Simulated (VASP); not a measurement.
**MnS: single point with PBE**

MnS:

```
Mn S
1.0
     3.95358    0.00000    0.00000
    -1.97679    3.42390    0.00000
     0.00000    0.00000    6.34253
Mn S
2 2
Direct
  0.66667 0.33333 0.49884
  0.33333 0.66667 0.99884
  0.33333 0.66667 0.62615
  0.66667 0.33333 0.12615
```

| Quantity | Value |
| --- | --- |
| Program | VASP 6.6.1 |
| Task | single point |
| Functional | PBE |
| Potentials or basis | VASP PAW PBE potentials, release 64 (Mn_pv, S) |
| Cutoff | 520 eV |
| k mesh | 8 × 8 × 4 |
| Occupations | fermi-dirac, width 0.05 eV |
| Spin | collinear spin, ferrimagnetic start |
| Starting moments | [4.0, -2.0, 0.0, 0.0] μB |
| Dipole correction | no |
| Further INCAR settings | ALGO = Normal; EDIFF = 1e-07; NBANDS = 31 |

```yaml
Pressure: -0.5 GPa
Largest_force: 0.163 eV/Å
Band_gap_on_the_k_mesh: 0.82 eV (least direct gap 1.50 eV)
Net_moment: 0.00 μB per cell
Site_moments: Mn +4.15, -4.15; S +0.03, -0.03 μB
Valence_electrons_inside_the_program's_atomic_spheres: Mn 11.41; S 3.76
```

Forces on the atoms (eV/Å):
```
Mn   0.000  0.000 -0.163
Mn   0.000  0.000 -0.163
S    0.000  0.000  0.163
S    0.000  0.000  0.163
```

Stress tensor (GPa, compression positive):
```
 0.08  0.00  0.00
 0.00  0.08  0.00
 0.00  0.00 -1.55
```

Levels at points of the mesh, in eV from the valence-band top:
Spin up:
| k point | band 15 | band 16 | band 17 | band 18 | band 19 | band 20 | band 21 | band 22 | band 23 | band 24 |
| --- | --- | --- | --- | --- | --- | --- | --- | --- | --- | --- |
| (0.00, 0.00, 0.00) | -2.32 | -2.32 | -0.84 | -0.02 | -0.02 | 1.48 | 1.48 | 1.96 | 2.68 | 3.10 |
| (0.50, 0.00, 0.00) | -2.29 | -2.20 | -2.15 | -1.65 | -0.95 | 1.12 | 1.44 | 1.56 | 1.93 | 2.22 |
| (0.00, 0.00, 0.50) | -2.22 | -2.22 | -0.82 | 0.00 | 0.00 | 1.57 | 1.57 | 2.16 | 2.87 | 2.87 |
| (0.50, 0.00, 0.50) | -2.26 | -2.22 | -2.07 | -0.96 | -0.89 | 1.12 | 1.39 | 1.64 | 1.95 | 2.07 |
Spin down:
| k point | band 16 | band 17 | band 18 | band 19 | band 20 | band 21 | band 22 | band 23 |
| --- | --- | --- | --- | --- | --- | --- | --- | --- |
| (0.00, 0.00, 0.00) | -2.32 | -0.84 | -0.02 | -0.02 | 1.48 | 1.48 | 1.96 | 2.68 |
| (0.50, 0.00, 0.00) | -2.20 | -2.15 | -1.65 | -0.95 | 1.12 | 1.44 | 1.56 | 1.93 |
| (0.00, 0.00, 0.50) | -2.22 | -0.82 | 0.00 | 0.00 | 1.57 | 1.57 | 2.16 | 2.87 |
| (0.50, 0.00, 0.50) | -2.22 | -2.07 | -0.96 | -0.89 | 1.12 | 1.39 | 1.64 | 1.95 |

Wall time 2.9 min on 1 thread of Intel(R) Xeon(R) Platinum 8488C (Sapphire Rapids), with other jobs on the host, peak memory 0.31 GiB.

A k mesh can miss the band edges.
